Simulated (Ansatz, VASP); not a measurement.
Two plane-wave programs on As

```
As
1.0
     2.70368    0.00000    0.00000
     0.00000    2.70368    0.00000
     0.00000    0.00000    2.70368
As
1
Direct
  0.50000 0.50000 0.50000
```

Alike in both runs: functional PBE-based screened hybrid with a share of 0.25 of exact exchange and HFSCREEN = 0.3; k mesh 5 × 5 × 5; occupations fermi-dirac, width 0.05 eV; no spin polarisation.

|  | VASP | Ansatz |
| --- | --- | --- |
| version | VASP 6.6.1 | Ansatz 0.2.0 |
| potentials or method | VASP PAW PBE potentials, release 64 (As) | Ansatz PAW |
| plane-wave cutoff (eV) | 520 | 420 |
| valence electrons in the cell | 5 | 15 |
| task | single point | band structure |

|  | VASP | Ansatz | Ansatz less VASP |
| --- | --- | --- | --- |
| gap on the k mesh at the Fermi level (eV) | none | none | - |
| pressure (GPa) | -0.6 | -0.1 | +0.49 |

VASP's potentials were made for PBE, not for PBE-based screened hybrid. A gap of «none» marks a metal or a gap that the smearing closes. VASP's potentials hold 5 valence electrons a cell and Ansatz's 15, so a difference there can come from the potentials and not from the codes.

The k mesh is coarse, so the values compare programs but aren't converged.
